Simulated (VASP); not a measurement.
Runs of VASP 6.6.1 on SrCl2. The structure is that of space group Fm-3m (No. 225), or close to it. The cells are those of the table. 

```tsv
task	level	spin	cell	k mesh	cutoff (eV)	smearing	grid for exact exchange (PRECFOCK)	share of exact exchange	screening parameter	gap on the mesh (eV)	pressure (GPa)
relaxation of cell and atoms	PBE	off	relaxed from a = 5.011 Å, angles 60.0°, 3 atoms	6 × 6 × 6	600	fermi-dirac 0.02 eV	-	-	-	(a)	0.0
single point	HSE06	off	a = 4.947 Å, angles 60.0°, 3 atoms	4 × 4 × 4	520	gaussian 0.01 eV	Normal	0.25	0.2079 1/Å	6.58	0.3
single point	PBE	non-collinear, zero start, SOC	a = 4.947 Å, angles 60.0°, 3 atoms	6 × 6 × 6	520	gaussian 0.01 eV	-	-	-	-	0.8
single point	PBE	off	a = 4.979 Å, angles 60.0°, 3 atoms	6 × 6 × 6	520	fermi-dirac 0.02 eV	-	-	-	(b)	0.1
single point	r2SCAN	off	a = 4.947 Å, angles 60.0°, 3 atoms	6 × 6 × 6	520	gaussian 0.01 eV	-	-	-	5.94	0.0
```

Alike in all rows: potentials or basis VASP PAW PBE potentials, release 64 (Sr_sv, Cl).

Problem. Estimate the missing entries.

Solution. (a) 5.22; (b) 5.23.

Caveats: the structure was generated, so it needn't be the stable form of SrCl2; the PAW data sets were made with another functional, which shifts forces and pressure a little (at least some runs).

A k mesh can miss the band edges, and rows without SOC leave out spin-orbit coupling on Sr.
